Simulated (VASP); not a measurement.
The system is ZnSe (Stilleite).

```xyz
2
Lattice="0.0000 2.8324 2.8324 2.8324 0.0000 2.8324 2.8324 2.8324 0.0000" Properties=species:S:1:pos:R:3 pbc="T T T"
Zn    0.0000    0.0000    0.0000
Se    1.4162    1.4162    1.4162
```

Base run:

| Property | Result |
| --- | --- |
| Program | VASP 6.6.1 |
| Functional | PBE |
| Potentials or basis | VASP PAW PBE potentials, release 64 (Zn, Se) |
| Cutoff | 520 eV |
| k mesh | 6 × 6 × 6 |
| Occupations | gaussian, width 0.01 eV |
| Spin | no spin polarisation |

Its results: band gap on the k mesh 1.29 eV, direct; pressure 2.5 GPa.

Task: The run is repeated on the same cell with these changes: functional from PBE to PBE-based screened hybrid; k mesh from 6 × 6 × 6 to 4 × 4 × 4. What comes out?

Result: Band gap on the k mesh 2.04 eV, direct; pressure 1.9 GPa.

Several settings changed at once, so the effect can't be laid on one alone.

Caveats: some runs use coarse meshes; the PAW data sets were made with another functional, which shifts forces and pressure a little (some runs).

